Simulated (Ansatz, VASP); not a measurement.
Given: the input of a run of Ansatz 0.2.0 on Si2W.

Contents of input.yaml:

```yaml
crystal:
  lattice:
    - [-1.6069, 1.6069, 3.91495]
    - [1.6069, -1.6069, 3.91495]
    - [1.6069, 1.6069, -3.91495]
  atoms:
    - { symbol: W, position: [0.0, 0.0, 0.0] }
    - { symbol: Si, position: [0.6653, 0.6653, 0.0] }
    - { symbol: Si, position: [0.3347, 0.3347, 0.0] }
hamiltonian:
  xc: revpbe
  pseudopotentials: { kind: paw }
  dispersion: d3bj
kpoints:
  mp_grid: { grid: [12, 12, 12] }
scf:
  occupations: { method: fermi_dirac, width: 0.05 }
output:
  forces: true
  stress: true
relax:
  f_tol: 0.01
  max_steps: 40
  cell: { stress_tol: 0.05 }
```

Potentials or basis: Ansatz PAW.

Launch:

```console
$ ansatz run input.yaml --threads 2 --pin off --max-ram 5632MiB --backend cpu --events-out ev --progress --plain --runs-dir out
```

Q: Translate it to VASP 6.6.1. Potentials there: VASP PAW PBE potentials, release 64 (W_sv, Si).

A: As run (the cutoff follows the program's own potentials):

File INCAR:

```
ALGO     = Normal         # electronic algorithm
EDIFF    = 1E-7           # SCF threshold, eV
EDIFFG   = -0.01          # ionic threshold
ENCUT    = 600            # plane-wave cutoff, eV
GGA      = RE             # functional
IBRION   = 2              # ionic algorithm
ISIF     = 3              # what is computed and relaxed
ISMEAR   = -1             # smearing method
IVDW     = 12             # dispersion correction
LASPH    = T              # aspherical terms in the spheres
LCHARG   = F              # write CHGCAR
LREAL    = F              # projectors in reciprocal space
LWAVE    = F              # write WAVECAR
NELM     = 60             # most SCF steps
NSW      = 60             # ionic steps
PREC     = Accurate       # precision mode
SIGMA    = 0.05           # smearing width, eV
```

Contents of KPOINTS:

```
k-points
0
Gamma
  12 12 12
```

POSCAR

```
Si2W
1.0
   -1.6069000000      1.6069000000      3.9149500000
    1.6069000000     -1.6069000000      3.9149500000
    1.6069000000      1.6069000000     -3.9149500000
W Si
1 2
Direct
    0.0000000000      0.0000000000      0.0000000000
    0.6653000000      0.6653000000      0.0000000000
    0.3347000000      0.3347000000      0.0000000000
```

Potentials or basis: VASP PAW PBE potentials, release 64 (W_sv, Si).

Run with:

```bash
$ cat potpaw_PBE.64/W_sv/POTCAR potpaw_PBE.64/Si/POTCAR > POTCAR
$ mpirun -np 1 vasp_std > vasp.out
```

Both were run:

|  | VASP | Ansatz | Ansatz less VASP |
| --- | --- | --- | --- |
| relaxed volume (Å³/atom) | 12.99 | 13.00 | +0.006 |
| relaxed cell length with the largest relative difference (Å) | 4.480 | 4.481 | +0.0017 |

VASP's potentials were made for PBE, not for revPBE.

Spin-orbit coupling is off throughout. Noted on Ansatz's run: the plane-wave basis is chosen anew once the cell has moved, so the energies of steps on either side of that aren't comparable.
